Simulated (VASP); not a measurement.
# Ge: single point with LDA

The system is Ge.

```xyz
4
Lattice="3.9640 0.0000 0.0000 -1.9820 3.4330 0.0000 0.0000 0.0000 6.5194" Properties=species:S:1:pos:R:3 pbc="T T T"
Ge    1.9820    1.1443    0.4084
Ge    0.0000    2.2886    3.6681
Ge    0.0000    2.2886    6.1110
Ge    1.9820    1.1443    2.8513
```

```json
{
 "Program": "VASP 6.6.1",
 "Task": "single point",
 "Functional": "LDA",
 "Potentials or basis": "VASP PAW LDA potentials, release 64 (Ge_d)",
 "Cutoff": "520 eV",
 "k mesh": "7 × 7 × 4",
 "Occupations": "fermi-dirac, width 0.1 eV",
 "Spin": "no spin polarisation"
}
```

```json
{
 "Pressure": "0.2 GPa",
 "Band gap on the k mesh": "zero (band 28 reaches 5.08 eV, above the bottom of band 29 at 5.03 eV)"
}
```

Forces in eV/Å, atoms in the order of the input:
```
Ge   0.000  0.000  0.003
Ge   0.000  0.000  0.003
Ge   0.000  0.000 -0.003
Ge   0.000  0.000 -0.003
```

Levels at points of the mesh, in eV from the Fermi level:
```
           k point  band 25  band 26  band 27  band 28  band 29  band 30  band 31  band 32
(0.00, 0.00, 0.00)    -1.54    -0.15    -0.14     0.11     0.12     0.12     2.23     2.23
(0.00, 0.00, 0.50)    -0.90    -0.90    -0.90    -0.90     0.65     0.65     3.36     3.36
```

Run time: 26 s on 1 thread of Intel(R) Xeon(R) 6975P-C (Granite Rapids), on a shared host, peak memory 0.19 GiB.
